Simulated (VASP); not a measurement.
# Y5Mg (P-62m) in VASP: single point with LDA

Aim: the single point of Y5Mg with LDA.

Program: VASP 6.6.1. These are calculated values, not measurements. Logs are shortened: lines on timing, memory, paths and dates and some standing lists are left out, and cuts for length are marked.

### 1 The cell of the first run

It takes space group P-62m (No. 189, hexagonal). Conventional cell: a = 6.000 Å, b = 6.000 Å, c = 5.441 Å, α = 90.00°, β = 90.00°, γ = 120.00°. Within 4.4 Å of Y (site symmetry m2m) lie 2 Mg at 3.33 Å and 10 Y at 3.34 to 3.53 Å. Y (site symmetry -6) has 9 Y at 3.40 to 3.46 Å and 3 Mg at 3.46 Å within 4.5 Å. Mg (site symmetry -62m) has 12 Y at 3.33 to 3.46 Å within 4.4 Å.

### 2 Single point, LDA

Input file INCAR:

```
SYSTEM = Y5Mg
PREC = Accurate
ENCUT = 520
EDIFF = 1E-7
ISMEAR = 0
SIGMA = 0.1
LREAL = .False.
LASPH = .True.
NELM = 100
ALGO = Fast
ISIF = 2
LWAVE = .False.
LCHARG = .False.
NBANDS = 38
```

Input file KPOINTS:

```
Automatic mesh
0
Gamma
  9 9 6
  0 0 0
```

Input file POSCAR:

```
Y5Mg
1.0
    6.0000069250      0.0000000000      0.0000000000
   -3.0000034625      5.1961584199      0.0000000000
    0.0000000000      0.0000000000      5.4412273109
Y Mg
5 1
Direct
    0.6785846047      0.0000000000      0.5000000000
    0.3214153953      0.3214153953      0.5000000000
    0.0000000000      0.6785846047      0.5000000000
    0.6666666667      0.3333333333      0.0000000000
    0.3333333333      0.6666666667      0.0000000000
    0.0000000000      0.0000000000      0.0000000000
```

Potentials or basis: VASP PAW LDA potentials, release 64 (Y_sv, Mg).

Run with:

```bash
$ cat potpaw_LDA.64/Y_sv/POTCAR potpaw_LDA.64/Mg/POTCAR > POTCAR
$ mpirun -np 1 vasp_std > vasp.out
```

OUTCAR:

```text
SYSTEM = Y5Mg
   PREC = Accurate
   ENCUT = 520
   EDIFF = 1E-7
   ISMEAR = 0
   LREAL = .False.
   LASPH = .True.
   NELM = 100
   ISIF = 2

 ion  position               nearest neighbor table
   1  0.679  0.000  0.500-   6 3.33   6 3.33   2 3.34   3 3.34   4 3.40   4 3.40   5 3.40   5 3.40
                             3 3.53   2 3.53   2 3.53   3 3.53
   2  0.321  0.321  0.500-   6 3.33   6 3.33   3 3.34   1 3.34   5 3.40   5 3.40   4 3.40   4 3.40
                             1 3.53   3 3.53   3 3.53   1 3.53
   3  0.000  0.679  0.500-   6 3.33   6 3.33   2 3.34   1 3.34   5 3.40   5 3.40   4 3.40   4 3.40
                             1 3.53   2 3.53   2 3.53   1 3.53
   4  0.667  0.333  0.000-   1 3.40   1 3.40   3 3.40   3 3.40   2 3.40   2 3.40   5 3.46   5 3.46
                             6 3.46   6 3.46   6 3.46   5 3.46
   5  0.333  0.667  0.000-   3 3.40   3 3.40   1 3.40   1 3.40   2 3.40   2 3.40   4 3.46   6 3.46
                             4 3.46   6 3.46   6 3.46   4 3.46
   6  0.000  0.000  0.000-   2 3.33   3 3.33   2 3.33   3 3.33   1 3.33   1 3.33   5 3.46   4 3.46
                             5 3.46   4 3.46   4 3.46   5 3.46

  LATTYP: Found a hexagonal cell.
 ALAT       =     6.0000069250
 C/A-ratio  =     0.9068701718

  Lattice vectors:

 A1 = (   6.0000069250,   0.0000000000,   0.0000000000)
 A2 = (  -3.0000034625,   5.1961584199,   0.0000000000)
 A3 = (   0.0000000000,   0.0000000000,   5.4412273109)

Analysis of symmetry for initial positions (statically):
=====================================================================
 Subroutine PRICEL returns:
 Original cell was already a primitive cell.

 Routine SETGRP: Setting up the symmetry group for a
 hexagonal supercell.

 Subroutine GETGRP returns: Found 12 space group operations
 (whereof 12 operations were pure point group operations)
 out of a pool of 24 trial point group operations.

The static configuration has the point symmetry D_3h.

Analysis of symmetry for dynamics (positions and initial velocities):
=====================================================================
 Subroutine PRICEL returns:
 Original cell was already a primitive cell.

 Routine SETGRP: Setting up the symmetry group for a
 hexagonal supercell.

 Subroutine GETGRP returns: Found 12 space group operations
 (whereof 12 operations were pure point group operations)
 out of a pool of 24 trial point group operations.

The dynamic configuration has the point symmetry D_3h.

 Subroutine INISYM returns: Found 12 space group operations
 (whereof 12 operations are pure point group operations),
 and found     1 'primitive' translations

----------------------------------------------------------------------------------------

                                     Primitive cell

  volume of cell :     169.6411

  direct lattice vectors                    reciprocal lattice vectors
     6.000006925  0.000000000  0.000000000     0.166666474  0.096224934  0.000000000
    -3.000003463  5.196158420  0.000000000     0.000000000  0.192449868  0.000000000
     0.000000000  0.000000000  5.441227311     0.000000000  0.000000000  0.183782067

  length of vectors
     6.000006925  6.000006925  5.441227311     0.192449868  0.192449868  0.183782067

  position of ions in fractional coordinates (direct lattice)
     0.678584605  0.000000000  0.500000000
     0.321415395  0.321415395  0.500000000
     0.000000000  0.678584605  0.500000000
     0.666666667  0.333333333  0.000000000
     0.333333333  0.666666667  0.000000000
     0.000000000  0.000000000  0.000000000

  ion indices of the primitive-cell ions
   primitive index   ion index
                 1           1
                 2           2
                 3           3
                 4           4
                 5           5
                 6           6

----------------------------------------------------------------------------------------

 KPOINTS: Automatic mesh

Automatic generation of k-mesh.
 Grid dimensions read from file:
 generate k-points for:    9    9    6

 Generating k-lattice:

  Cartesian coordinates                     Fractional coordinates (reciprocal lattice)
     0.018518497  0.010691659  0.000000000     0.111111111  0.000000000  0.000000000
     0.000000000  0.021383319  0.000000000     0.000000000  0.111111111  0.000000000
     0.000000000  0.000000000  0.030630344     0.000000000  0.000000000  0.166666667

  Length of vectors
     0.021383319  0.021383319  0.030630344

  Shift w.r.t. Gamma in fractional coordinates (k-lattice)
     0.000000000  0.000000000  0.000000000

 Subroutine IBZKPT returns following result:
 ===========================================

 Found     48 irreducible k-points:

 Following reciprocal coordinates:
            Coordinates               Weight
  0.000000  0.000000  0.000000      1.000000
  0.111111  0.000000  0.000000      6.000000
  0.222222  0.000000  0.000000      6.000000
  0.333333  0.000000  0.000000      6.000000
  0.444444  0.000000  0.000000      6.000000
  0.111111  0.111111  0.000000      6.000000
[... 16 lines left out ...]
  0.333333  0.222222  0.166667     24.000000
  0.333333  0.333333  0.166667      4.000000
 [... further k-points ...]
   k-points           NKPTS =     48   k-points in BZ     NKDIM =     48   number of bands    NBANDS=     38
   number of dos      NEDOS =    301   number of ions     NIONS =      6
   total plane-waves  NPLWV =  92160
   dimension x,y,z NGX =    48 NGY =   48 NGZ =   40
   dimension x,y,z NGXF=    96 NGYF=   96 NGZF=   80
   ions per type =               5   1
   NGX,Y,Z   is equivalent  to a cutoff of  13.30, 13.30, 12.22 a.u.
   NGXF,Y,Z  is equivalent  to a cutoff of  26.60, 26.60, 24.44 a.u.
 SYSTEM =  Y5Mg
   PREC   = accura    normal or accurate (medium, high low for compatibility)
   ISTART =      0    job   : 0-new  1-cont  2-samecut
   ICHARG =      2    charge: 1-file 2-atom 10-const
   ISPIN  =      1    spin polarized calculation?
   LNONCOLLINEAR =      F non collinear calculations
   LSORBIT =      F    spin-orbit coupling
   LASPH  =      T    aspherical Exc in radial PAW
   ENCUT  =  520.0 eV  38.22 Ry    6.18 a.u.  11.16 11.16 10.12*2*pi/ulx,y,z
   NELM   =    100;   NELMIN=  2; NELMDL= -5     # of ELM steps
   EDIFF  = 0.1E-06   stopping-criterion for ELM
   LREAL  =      F    real-space projection
   EDIFFG = 0.1E-05   stopping-criterion for IOM
   NSW    =      0    number of steps for IOM
   IBRION =     -1    ionic relax: 0-MD 1-quasi-New 2-CG
   NFREE  =      0    steps in history (QN), initial steepest desc. (CG)
   ISIF   =      2    stress and relaxation
   ISYM   =      2    0-nonsym 1-usesym 2-fastsym
   POTIM  = 0.5000    time-step for ionic-motion
   TEBEG  =    0.0;   TEEND  =   0.0 temperature during run
   PSTRESS=    0.0 pullay stress
   NELECT =      57.0000    total number of electrons
   NUPDOWN=      -1.0000    fix difference up-down
   EMIN   =  10.00;   EMAX   =-10.00  energy-range for DOS
   EFERMI =   0.00;   METHOD = LEGACY
   ISMEAR =     0;   SIGMA  =   0.10  broadening in eV -4-tet -1-fermi 0-gaus
   EFERMI_NEDOS =   21; number of points for ismear=-14 and -15
   IALGO  =     68    algorithm
   IMIX   =      4    mixing-type and parameters
     AMIX     =   0.40;   BMIX     =  1.00
     AMIX_MAG =   1.60;   BMIX_MAG =  1.00
  volume/ion in A,a.u.               =      28.27       190.80
  Fermi-wavevector in a.u.,A,eV,Ry     =   1.138124  2.150742 17.623973  1.295325
  Thomas-Fermi vector in A             =   2.274828
   LORBIT       =      0    0 simple, 1 ext, 2 COOP (PROOUT), +10 PAW based schemes
   GGA     = CA    functional components
   LHFCALC =     F    Hartree Fock is set to
   AEXX    =    0.0000 exact exchange contribution
   IVDW    =     0    specifies the selected vdW correction
   LEPSILON=     F    determine dielectric tensor
   LRPA    =     F    only Hartree local field effects (RPA)
 non-spin polarized calculation
 RMM-DIIS sequential band-by-band and
 Gauss-broadening in eV      SIGMA  =   0.10
  energy-cutoff  :      520.00
  volume of cell :      169.64
 maximum number of plane-waves:      4598
 NGX is ok and might be reduce to    48
   NGX = 23   NGY = 23   NGZ = 21

 number of electron      56.9999997 magnetization

 Free energy of the ion-electron system (eV)
  ---------------------------------------------------
  ext. energy  EPLUGINS =         0.00000000
  ---------------------------------------------------
  free energy    TOTEN  =       -36.54183683 eV

  energy without entropy =      -36.49065787  energy(sigma->0) =      -36.51624735

 E-fermi :   3.2548     XC(G=0):  -9.9000

 val. band max:        3.2483239209   @ k =   0.4444   0.0000   0.1667
 cond. band min:       3.2583334706   @ k =   0.3333   0.1111   0.5000
 fundamental gap:      0.0100095497
 Fermi energy:         3.2548405279

 k-point     1 :       0.0000    0.0000    0.0000
  band No.  band energies     occupation
      1     -39.0272      2.00000
      2     -38.9450      2.00000
      3     -38.9050      2.00000
      4     -38.8546      2.00000
      5     -38.8546      2.00000
      6     -19.5251      2.00000
[... 30 lines left out ...]
     37       5.2899      0.00000
     38       5.6923      0.00000

 k-point     2 :       0.1111    0.0000    0.0000
  band No.  band energies     occupation
      1     -39.0247      2.00000
      2     -38.9472      2.00000
      3     -38.9040      2.00000
      4     -38.8557      2.00000
      5     -38.8549      2.00000
      6     -19.5167      2.00000
[... 30 lines left out ...]
     37       5.3678      0.00000
     38       5.6181      0.00000

 k-point     3 :       0.2222    0.0000    0.0000
  band No.  band energies     occupation
      1     -39.0176      2.00000
      2     -38.9533      2.00000
      3     -38.9013      2.00000
      4     -38.8587      2.00000
      5     -38.8558      2.00000
      6     -19.4927      2.00000
[... 30 lines left out ...]
     37       5.3264      0.00000
[... 781 lines left out ...]
 k-point    23 :       0.3333    0.2222    0.1667
  band No.  band energies     occupation
      1     -38.9889      2.00000
      2     -38.9730      2.00000
      3     -38.8957      2.00000
      4     -38.8673      2.00000
      5     -38.8623      2.00000
      6     -19.4200      2.00000
[... 30 lines left out ...]
     37       5.2215      0.00000
     38       5.4243      0.00000

 k-point    24 :       0.3333    0.3333    0.1667
  band No.  band energies     occupation
      1     -38.9807      2.00000
      2     -38.9807      2.00000
      3     -38.8949      2.00000
      4     -38.8654      2.00000
      5     -38.8654      2.00000
      6     -19.3924      2.00000
[... 30 lines left out ...]
     37       5.3119      0.00000
     38       5.3296      0.00000

 [... further k-points ...]
[... 5 lines left out ...]
  --------------------------------------------------------------------------------------
  -------------------------------------------------------------------------------------
  Total       -0.2728983     -0.2728983     -0.2472723      0.0000000      0.0000000     -0.0000000
  in kB       -2.5773912     -2.5773912     -2.3353669      0.0000000      0.0000000     -0.0000000
  external PRESSURE =      -2.4967165 kB  Pullay stress =       0.0000000 kB

 VOLUME and BASIS-vectors are now :
 -----------------------------------------------------------------------------
  energy-cutoff  :      520.00
  volume of cell :      169.64
      direct lattice vectors                 reciprocal lattice vectors
     6.000006925  0.000000000  0.000000000     0.166666474  0.096224934  0.000000000
    -3.000003463  5.196158420  0.000000000     0.000000000  0.192449868  0.000000000
     0.000000000  0.000000000  5.441227311     0.000000000  0.000000000  0.183782067

 POSITION                                       TOTAL-FORCE (eV/Angst)
 -----------------------------------------------------------------------------------
      4.07151      0.00000      2.72061        -0.002066      0.000000     -0.000000
      0.96425      1.67013      2.72061         0.001033      0.001789      0.000000
     -2.03576      3.52603      2.72061         0.001033     -0.001789      0.000000
      3.00000      1.73205      0.00000         0.000000     -0.000000     -0.000000
     -0.00000      3.46411      0.00000        -0.000000      0.000000     -0.000000
      0.00000      0.00000      0.00000        -0.000000      0.000000     -0.000000
 -----------------------------------------------------------------------------------
    total drift:                                0.000000      0.000000     -0.000000

  FREE ENERGIE OF THE ION-ELECTRON SYSTEM (eV)
  ---------------------------------------------------
  free  energy   TOTEN  =       -36.5418368329 eV

  energy  without entropy=      -36.4906578730  energy(sigma->0) =      -36.51624735
```

Run time: 11 min. Hardware: 1 thread of Intel Xeon Platinum 8259CL at 2.50GHz (Skylake/Cascade Lake), shared host; peak memory 0.41 GiB.

Results:

```
Free energy            : -36.5418 eV
Pressure               : -0.2 GPa
Band gap on the k mesh : zero (an odd number of electrons rules out a gap without spin polarisation)
```

Forces in eV/Å, atoms in the order of the input:
```
Y   -0.002  0.000  0.000
Y    0.001  0.002  0.000
Y    0.001 -0.002  0.000
Y    0.000  0.000  0.000
Y    0.000  0.000  0.000
Mg   0.000  0.000  0.000
```
